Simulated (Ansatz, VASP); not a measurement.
# Cr in VASP and in Ansatz

Contents of INCAR:

```
SYSTEM = Cr
  PREC = Accurate
  ENCUT = 520
  EDIFF = 1E-6
  ISMEAR = 0
  SIGMA = 0.1
  LREAL = .FALSE.
  LASPH = .TRUE.
  NELM = 60
  ALGO = Normal
  ISIF = 2
  LWAVE = .FALSE.
  LCHARG = .FALSE.
  GGA = PS
  NBANDS = 12
```

Contents of KPOINTS:

```
Automatic mesh
0
G
  20 20 20
  0 0 0
```

The input POSCAR:

```
Cr
1.0
   -1.4525059032      1.4525059032      1.4525059032
    1.4525059032     -1.4525059032      1.4525059032
    1.4525059032      1.4525059032     -1.4525059032
Cr
1
Direct
    0.0000000000      0.0000000000      0.0000000000
```

Input for Ansatz:

```yaml
crystal:
  lattice:
    - [-1.4525059038, 1.4525059038, 1.4525059038]
    - [1.4525059038, -1.4525059038, 1.4525059038]
    - [1.4525059038, 1.4525059038, -1.4525059038]
  atoms:
    - { symbol: Cr, position: [0.0, 0.0, 0.0] }
basis:
  ecutwfc: 420
kpoints:
  mp_grid: { grid: [20, 20, 20] }
hamiltonian:
  xc: pbesol
scf:
  occupations: { method: gaussian, width: 0.1 }
output:
  forces: true
  stress: true
  eigenvalues: true
```

Alike in both runs: task single point; functional PBEsol; k mesh 20 × 20 × 20; occupations gaussian, width 0.1 eV; no spin polarisation.

|  | VASP | Ansatz |
| --- | --- | --- |
| version | VASP 6.6.1 | Ansatz 0.2.0 |
| potentials or method | VASP PAW PBE potentials, release 64 (Cr_pv), cutoff 520 eV | scalar-relativistic, plane waves, PAW |
| valence electrons in the cell | 12 | 14 |

```tsv
	VASP	Ansatz	Ansatz less VASP
gap on the k mesh at the Fermi level (eV)	none	none	-
pressure (GPa)	-22.4	-21.9	+0.42
```

VASP's potentials were made for PBE, not for PBEsol. A gap of «none» marks a metal or a gap that the smearing closes. With one functional, cell and mesh, what is left measures potentials, basis and numerics. VASP's potentials hold 12 valence electrons a cell and Ansatz's 14, so a difference there can come from the potentials and not from the codes.
